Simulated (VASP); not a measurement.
# SiC (P6_3mc) in VASP: notebook, part 2 of 2

VASP 6.6.1. The steps go on from the part before.

## Step 3: Single point, r2SCAN (strain -0.040 along x and y, +0.000 along z)

Contents of POSCAR:

```
SiC
1.0
    2.9544569615      0.0000000000      0.0000000000
   -1.4772284807      2.5586347831      0.0000000000
    0.0000000000      0.0000000000     10.0767691420
Si C
4 4
Direct
    0.6666666667      0.3333333333      0.9378376197
    0.3333333333      0.6666666667      0.4378376197
    0.0000000000      0.0000000000      0.6878931817
    0.0000000000      0.0000000000      0.1878931817
    0.6666666667      0.3333333333      0.7498040034
    0.3333333333      0.6666666667      0.2498040034
    0.0000000000      0.0000000000      0.5004641952
    0.0000000000      0.0000000000      0.0004641952
```

Contents of INCAR.step1:

```
PREC = Accurate
ENCUT = 520
ISMEAR = 0
SIGMA = 0.05
LREAL = F
LASPH = T
NELM = 60
NBANDS = 26
GGA = PE
ALGO = Normal
EDIFF = 1E-4
LWAVE = T
LCHARG = F
```

Contents of INCAR.step2:

```
PREC = Accurate
ENCUT = 520
EDIFF = 1E-6
ISMEAR = 0
SIGMA = 0.05
LREAL = F
LASPH = T
NELM = 60
ALGO = Normal
ISIF = 2
LWAVE = F
LCHARG = F
METAGGA = R2SCAN
LMIXTAU = T
NBANDS = 26
ISTART = 1
```

Contents of KPOINTS:

```
regular mesh
0
Gamma
  12 12 4
```

Potentials or basis: VASP PAW PBE potentials, release 64 (Si, C).

Started as:

```bash
$ cat potpaw_PBE.64/Si/POTCAR potpaw_PBE.64/C/POTCAR > POTCAR
$ cp INCAR.step1 INCAR
$ mpirun -np 1 vasp_std > vasp.out
$ cp INCAR.step2 INCAR
$ mpirun -np 1 vasp_std > vasp.out
```

OUTCAR:

```text
PREC = Accurate
   ENCUT = 520
   EDIFF = 1E-6
   ISMEAR = 0
   LREAL = F
   LASPH = T
   NELM = 60
   ISIF = 2
   METAGGA = R2SCAN
   ISTART = 1

 ion  position               nearest neighbor table
   1  0.667  0.333  0.938-   8 1.82   8 1.82   8 1.82   5 1.89   3 3.04   3 3.04   3 3.04   4 3.04
                             4 3.04   4 3.04
   2  0.333  0.667  0.438-   7 1.82   7 1.82   7 1.82   6 1.89   4 3.04   4 3.04   4 3.04   3 3.04
                             3 3.04   3 3.04
   3  0.000  0.000  0.688-   5 1.82   5 1.82   5 1.82   7 1.89   1 3.04   1 3.04   1 3.04   2 3.04
                             2 3.04   2 3.04
[... 918 lines left out ...]
  in kB      317.5624120    317.5624120     31.0258629      0.0000000      0.0000000      0.0000000
  external PRESSURE =     222.0502290 kB  Pullay stress =       0.0000000 kB

 VOLUME and BASIS-vectors are now :
 -----------------------------------------------------------------------------
  energy-cutoff  :      520.00
  volume of cell :       76.17
      direct lattice vectors                 reciprocal lattice vectors
     2.954456962  0.000000000  0.000000000     0.338471676  0.195416713  0.000000000
    -1.477228481  2.558634783  0.000000000     0.000000000  0.390833427  0.000000000
     0.000000000  0.000000000 10.076769142     0.000000000  0.000000000  0.099238157

 POSITION                                       TOTAL-FORCE (eV/Angst)
 -----------------------------------------------------------------------------------
      1.47723      0.85288      9.45037         0.000000      0.000000     -0.490767
     -0.00000      1.70576      4.41199         0.000000      0.000000     -0.490767
      0.00000      0.00000      6.93174         0.000000      0.000000     -0.512878
      0.00000      0.00000      1.89336        -0.000000     -0.000000     -0.512878
      1.47723      0.85288      7.55560        -0.000000     -0.000000      0.528491
     -0.00000      1.70576      2.51722        -0.000000      0.000000      0.528491
      0.00000      0.00000      5.04306        -0.000000      0.000000      0.475154
      0.00000      0.00000      0.00468        -0.000000      0.000000      0.475154
 -----------------------------------------------------------------------------------
    total drift:                               -0.000000     -0.000000     -0.001212

  FREE ENERGIE OF THE ION-ELECTRON SYSTEM (eV)
  ---------------------------------------------------
  free  energy   TOTEN  =       -76.7135601659 eV

  energy  without entropy=      -76.7135601659  energy(sigma->0) =      -76.71356017
```

OUTCAR.step1:

```text
PREC = Accurate
   ENCUT = 520
   ISMEAR = 0
   LREAL = F
[... 948 lines left out ...]
      1.47723      0.85288      7.55560         0.000000     -0.000000      0.571859
     -0.00000      1.70576      2.51722        -0.000000     -0.000000      0.571859
      0.00000      0.00000      5.04306         0.000000      0.000000      0.515327
      0.00000      0.00000      0.00468         0.000000     -0.000000      0.515327
 -----------------------------------------------------------------------------------
    total drift:                               -0.000000     -0.000000     -0.011905

  FREE ENERGIE OF THE ION-ELECTRON SYSTEM (eV)
  ---------------------------------------------------
  free  energy   TOTEN  =       -59.5001503267 eV

  energy  without entropy=      -59.5001503267  energy(sigma->0) =      -59.50015033
```

OSZICAR.step1:

```text
N       E                     dE             d eps       ncg     rms          rms(c)
DAV:   1     0.739314821530E+02    0.73931E+02   -0.14706E+04  2964   0.112E+03
DAV:   2    -0.612025966146E+02   -0.13513E+03   -0.12505E+03  3974   0.194E+02
DAV:   3    -0.678918180340E+02   -0.66892E+01   -0.66435E+01  4024   0.404E+01
DAV:   4    -0.679647759333E+02   -0.72958E-01   -0.72887E-01  3816   0.502E+00
DAV:   5    -0.679658758636E+02   -0.10999E-02   -0.10994E-02  3970   0.583E-01    0.195E+01
DAV:   6    -0.598217525614E+02    0.81441E+01   -0.20322E+01  3748   0.203E+01    0.900E+00
DAV:   7    -0.595371255947E+02    0.28463E+00   -0.26048E+00  4000   0.735E+00    0.366E+00
DAV:   8    -0.595028808735E+02    0.34245E-01   -0.14404E-01  3584   0.180E+00    0.107E+00
DAV:   9    -0.594996891203E+02    0.31918E-02   -0.18267E-02  3752   0.740E-01    0.163E-01
DAV:  10    -0.595000843999E+02   -0.39528E-03   -0.13542E-03  3756   0.190E-01    0.758E-02
DAV:  11    -0.595001503267E+02   -0.65927E-04   -0.11603E-04  2440   0.724E-02
   1 F= -.59500150E+02 E0= -.59500150E+02  d E =-.917669E-14
```

It took 11 min on 1 thread of AMD EPYC 7R43 (Zen 3), shared host; peak memory 0.22 GiB.

Results:

```
Free energy            : -76.7136 eV
Pressure               : 22.2 GPa
Largest force          : 0.528 eV/Å
Band gap on the k mesh : 2.41 eV (least direct gap 3.74 eV)
```

Forces on the atoms (eV/Å):
```
Si   0.000  0.000 -0.491
Si   0.000  0.000 -0.491
Si   0.000  0.000 -0.513
Si   0.000  0.000 -0.513
C    0.000  0.000  0.528
C    0.000  0.000  0.528
C    0.000  0.000  0.475
C    0.000  0.000  0.475
```

Stress tensor (GPa, compression positive):
```
31.76  0.00  0.00
 0.00 31.76  0.00
 0.00  0.00  3.10
```

Levels at points of the mesh, in eV from the valence-band top:
| k point | band 14 | band 15 | band 16 | band 17 | band 18 | band 19 |
| --- | --- | --- | --- | --- | --- | --- |
| (0.00, 0.00, 0.00) | -0.36 | 0.00 | 0.00 | 6.69 | 7.09 | 7.52 |
| (0.50, 0.00, 0.00) | -2.54 | -1.91 | -1.33 | 2.41 | 2.92 | 5.09 |
| (0.00, 0.00, 0.50) | -0.18 | -0.18 | -0.18 | 7.21 | 7.21 | 7.98 |
| (0.50, 0.00, 0.50) | -2.84 | -1.74 | -1.74 | 3.09 | 3.09 | 4.80 |

Caveat: the cell differs from its parent crystal (strain -0.040 along x and y, +0.000 along z); the stress differs along the axes, from 3 to 32 GPa; the PAW data sets were made with another functional, which shifts forces and pressure a little. A k mesh can miss the band edges.

## Step 4: Single point, r2SCAN (strain +0.000 along x and y, -0.040 along z)

POSCAR: that of step 3 with these lines changed.

```diff
@@ -2,5 +2,5 @@
 1.0
-    2.9544569615      0.0000000000      0.0000000000
-   -1.4772284807      2.5586347831      0.0000000000
-    0.0000000000      0.0000000000     10.0767691420
+    3.0775593349      0.0000000000      0.0000000000
+   -1.5387796674      2.6652445657      0.0000000000
+    0.0000000000      0.0000000000      9.6736983763
 Si C
```

Contents of INCAR.step1:

```
SYSTEM = SiC
PREC = Accurate
ENCUT = 520
ISMEAR = 0
SIGMA = 0.05
LREAL = .False.
LASPH = .True.
NELM = 80
NBANDS = 26
GGA = PE
ALGO = Normal
EDIFF = 1E-4
LWAVE = .True.
LCHARG = .False.
```

Contents of INCAR.step2:

```
SYSTEM = SiC
PREC = Accurate
ENCUT = 520
EDIFF = 1E-6
ISMEAR = 0
SIGMA = 0.05
LREAL = .False.
LASPH = .True.
NELM = 80
ALGO = Normal
ISIF = 2
LWAVE = .False.
LCHARG = .False.
METAGGA = R2SCAN
LMIXTAU = .True.
NBANDS = 26
ISTART = 1
```

Contents of KPOINTS:

```
regular mesh
0
Gamma
  12 12 4
  0 0 0
```

Started as:

```bash
$ cat potpaw_PBE.64/Si/POTCAR potpaw_PBE.64/C/POTCAR > POTCAR
$ cp INCAR.step1 INCAR
$ mpirun -np 1 vasp_std > vasp.out
$ cp INCAR.step2 INCAR
$ mpirun -np 1 vasp_std > vasp.out
```

Run time: 12 min. Hardware: 1 thread of AMD EPYC 7R43 (Zen 3), shared host; peak memory 0.22 GiB.

The run converged. Its results:

| Quantity | Value |
| --- | --- |
| Free energy | -77.0325 eV |
| Pressure | 10.3 GPa |
| Largest force | 0.610 eV/Å |
| Band gap on the k mesh | 2.51 eV (least direct gap 3.73 eV) |

Forces on the atoms (eV/Å):
```
Si   0.000  0.000  0.516
Si   0.000  0.000  0.516
Si   0.000  0.000  0.610
Si   0.000  0.000  0.610
C    0.000  0.000 -0.582
C    0.000  0.000 -0.582
C    0.000  0.000 -0.544
C    0.000  0.000 -0.544
```

Stress tensor (GPa, compression positive):
```
 1.33  0.00  0.00
 0.00  1.33  0.00
 0.00  0.00 28.20
```

Levels at points of the mesh, in eV from the valence-band top:
| k point | band 12 | band 13 | band 14 | band 15 | band 16 | band 17 | band 18 | band 19 | band 20 | band 21 |
| --- | --- | --- | --- | --- | --- | --- | --- | --- | --- | --- |
| (0.00, 0.00, 0.00) | -0.88 | -0.88 | -0.16 | -0.16 | 0.00 | 5.29 | 5.97 | 6.75 | 7.23 | 7.27 |
| (0.50, 0.00, 0.00) | -2.79 | -2.74 | -2.28 | -1.64 | -1.21 | 2.51 | 2.63 | 4.61 | 5.68 | 6.05 |
| (0.00, 0.00, 0.50) | -1.44 | -0.42 | -0.42 | -0.42 | -0.42 | 5.54 | 5.54 | 7.22 | 7.22 | 7.42 |
| (0.50, 0.00, 0.50) | -3.54 | -2.66 | -2.66 | -1.76 | -1.76 | 2.86 | 2.86 | 4.81 | 4.81 | 7.01 |

Caveat: the cell differs from its parent crystal (strain +0.000 along x and y, -0.040 along z); the stress differs along the axes, from 1 to 28 GPa; the PAW data sets were made with another functional, which shifts forces and pressure a little.

## Step 5: Single point, r2SCAN (strain +0.040 along x and y, -0.080 along z)

POSCAR: that of step 4 with these lines changed.

```diff
@@ -2,5 +2,5 @@
 1.0
-    3.0775593349      0.0000000000      0.0000000000
-   -1.5387796674      2.6652445657      0.0000000000
-    0.0000000000      0.0000000000      9.6736983763
+    3.2006617083      0.0000000000      0.0000000000
+   -1.6003308541      2.7718543483      0.0000000000
+    0.0000000000      0.0000000000      9.2706276106
 Si C
```

Contents of INCAR.step1:

```
SYSTEM = SiC
PREC = Accurate ; ENCUT = 520
ISMEAR = 0 ; SIGMA = 0.05
LREAL = .False. ; LASPH = .True.
NELM = 60 ; NBANDS = 26
GGA = PE ; ALGO = Normal
EDIFF = 1E-4 ; LWAVE = .True.
LCHARG = .False.
```

Contents of INCAR.step2:

```
SYSTEM = SiC
PREC = Accurate ; ENCUT = 520
EDIFF = 1E-7 ; ISMEAR = 0
SIGMA = 0.05 ; LREAL = .False.
LASPH = .True. ; NELM = 60
ALGO = Normal ; ISIF = 2
LWAVE = .False. ; LCHARG = .True.
METAGGA = R2SCAN ; LMIXTAU = .True.
LELF = .True. ; LVHAR = .True.
NBANDS = 26 ; ISTART = 1
```

Contents of KPOINTS:

```
Automatic mesh
0
Gamma
  12 12 4
  0 0 0
```

Potentials or basis: VASP PAW PBE potentials, release 64 (Si, C).

Started as:

```bash
$ cat potpaw_PBE.64/Si/POTCAR potpaw_PBE.64/C/POTCAR > POTCAR
$ cp INCAR.step1 INCAR
$ mpirun -np 1 vasp_std > vasp.out
$ cp INCAR.step2 INCAR
$ mpirun -np 1 vasp_std > vasp.out
```

OUTCAR:

```text
SYSTEM = SiC
   PREC = Accurate
   ENCUT = 520
   EDIFF = 1E-7
   ISMEAR = 0
   LREAL = .False.
   LASPH = .True.
   NELM = 60
   ISIF = 2
   METAGGA = R2SCAN
   ISTART = 1

 ion  position               nearest neighbor table
   1  0.667  0.333  0.938-   5 1.74   8 1.94   8 1.94   8 1.94   3 2.96   3 2.96   3 2.96   4 2.96
                             4 2.96   4 2.96
   2  0.333  0.667  0.438-   6 1.74   7 1.94   7 1.94   7 1.94   4 2.96   4 2.96   4 2.96   3 2.96
                             3 2.96   3 2.96
   3  0.000  0.000  0.688-   7 1.74   5 1.93   5 1.93   5 1.93   1 2.96   1 2.96   1 2.96   2 2.96
                             2 2.96   2 2.96
   4  0.000  0.000  0.188-   8 1.74   6 1.93   6 1.93   6 1.93   2 2.96   2 2.96   2 2.96   1 2.96
                             1 2.96   1 2.96
   5  0.667  0.333  0.750-   1 1.74   3 1.93   3 1.93   3 1.93
   6  0.333  0.667  0.250-   2 1.74   4 1.93   4 1.93   4 1.93
   7  0.000  0.000  0.500-   3 1.74   2 1.94   2 1.94   2 1.94
   8  0.000  0.000  0.000-   4 1.74   1 1.94   1 1.94   1 1.94

  LATTYP: Found a hexagonal cell.
 ALAT       =     3.2006617083
 C/A-ratio  =     2.8964721847

  Lattice vectors:

 A1 = (   3.2006617083,   0.0000000000,   0.0000000000)
 A2 = (  -1.6003308541,   2.7718543483,   0.0000000000)
[... 194 lines left out ...]
 cond. band min:      10.1971831216   @ k =   0.5000  -0.0000   0.0000
 fundamental gap:      1.8631446277
 Fermi energy:         8.5610398567

 k-point     1 :       0.0000    0.0000    0.0000
  band No.  band energies     occupation
      1      -8.2308      2.00000
      2      -6.7871      2.00000
      3      -6.6806      2.00000
      4      -3.5978      2.00000
      5      -0.4769      2.00000
      6       4.4096      2.00000
[... 685 lines left out ...]
     25      17.7624      0.00000
     26      17.8222      0.00000

 [... further k-points ...]
[... 5 lines left out ...]
  --------------------------------------------------------------------------------------
  -------------------------------------------------------------------------------------
  Total      -10.5110923    -10.5110923     29.7125160     -0.0000000      0.0000000      0.0000000
  in kB     -204.7571686   -204.7571686    578.8028960     -0.0000000      0.0000000      0.0000000
  external PRESSURE =      56.4295196 kB  Pullay stress =       0.0000000 kB

 VOLUME and BASIS-vectors are now :
 -----------------------------------------------------------------------------
  energy-cutoff  :      520.00
  volume of cell :       82.25
      direct lattice vectors                 reciprocal lattice vectors
     3.200661708  0.000000000  0.000000000     0.312435393  0.180384658  0.000000000
    -1.600330854  2.771854348  0.000000000     0.000000000  0.360769317  0.000000000
     0.000000000  0.000000000  9.270627611     0.000000000  0.000000000  0.107867562

 POSITION                                       TOTAL-FORCE (eV/Angst)
 -----------------------------------------------------------------------------------
      1.60033      0.92395      8.69434        -0.000000      0.000000      1.909610
     -0.00000      1.84790      4.05903         0.000000      0.000000      1.909610
      0.00000      0.00000      6.37720        -0.000000      0.000000      2.163859
      0.00000      0.00000      1.74189         0.000000     -0.000000      2.163859
      1.60033      0.92395      6.95115         0.000000     -0.000000     -2.113765
     -0.00000      1.84790      2.31584        -0.000000      0.000000     -2.113765
      0.00000      0.00000      4.63962        -0.000000     -0.000000     -1.959704
      0.00000      0.00000      0.00430        -0.000000      0.000000     -1.959704
 -----------------------------------------------------------------------------------
    total drift:                               -0.000000     -0.000000     -0.000456

  FREE ENERGIE OF THE ION-ELECTRON SYSTEM (eV)
  ---------------------------------------------------
  free  energy   TOTEN  =       -75.7098833422 eV

  energy  without entropy=      -75.7098833422  energy(sigma->0) =      -75.70988334
```

It took 14 min on 1 thread of AMD EPYC 7R43 (Zen 3), shared host; peak memory 0.22 GiB.

What came out:

| Quantity | Value |
| --- | --- |
| Free energy | -75.7099 eV |
| Pressure | 5.6 GPa |
| Largest force | 2.164 eV/Å |
| Band gap on the k mesh | 1.86 eV (least direct gap 2.97 eV) |

Forces in eV/Å, atoms in the order of the input:
```
Si   0.000  0.000  1.910
Si   0.000  0.000  1.910
Si   0.000  0.000  2.164
Si   0.000  0.000  2.164
C    0.000  0.000 -2.114
C    0.000  0.000 -2.114
C    0.000  0.000 -1.960
C    0.000  0.000 -1.960
```

Stress tensor (GPa, compression positive):
```
-20.48   0.00   0.00
  0.00 -20.48   0.00
  0.00   0.00  57.88
```

Caveat: the cell differs from its parent crystal (strain +0.040 along x and y, -0.080 along z); the stress differs along the axes, from -20 to 58 GPa; the PAW data sets were made with another functional, which shifts forces and pressure a little.

## Step 6: Summary

```csv
cell,gap on the mesh (eV),pressure (GPa),largest force (eV/Å)
"a = 3.078, b = 3.078, c = 9.271 Å, angles 90.0, 90.0, 120.0°, 8 atoms",2.16,24.3,1.78
"a = 2.954, b = 2.954, c = 10.077 Å, angles 90.0, 90.0, 120.0°, 8 atoms",2.41,22.2,0.53
"a = 3.078, b = 3.078, c = 9.674 Å, angles 90.0, 90.0, 120.0°, 8 atoms",2.51,10.3,0.61
"a = 3.201, b = 3.201, c = 9.271 Å, angles 90.0, 90.0, 120.0°, 8 atoms",1.86,5.6,2.16
```

Alike in all rows: task single point; level r2SCAN; potentials or basis VASP PAW PBE potentials, release 64 (Si, C); no spin polarisation; k mesh 12 × 12 × 4; cutoff (eV) 520; smearing gaussian 0.05 eV.

Caveats: the PAW data sets were made with another functional, which shifts forces and pressure a little; the stress differs along the axes, from 3 to 66 GPa (at least some runs); the stress differs along the axes, from 3 to 32 GPa (at least some runs); the stress differs along the axes, from 1 to 28 GPa (at least some runs); the stress differs along the axes, from -20 to 58 GPa (at least some runs).

Absolute energies hang on the potentials; compare differences alone.
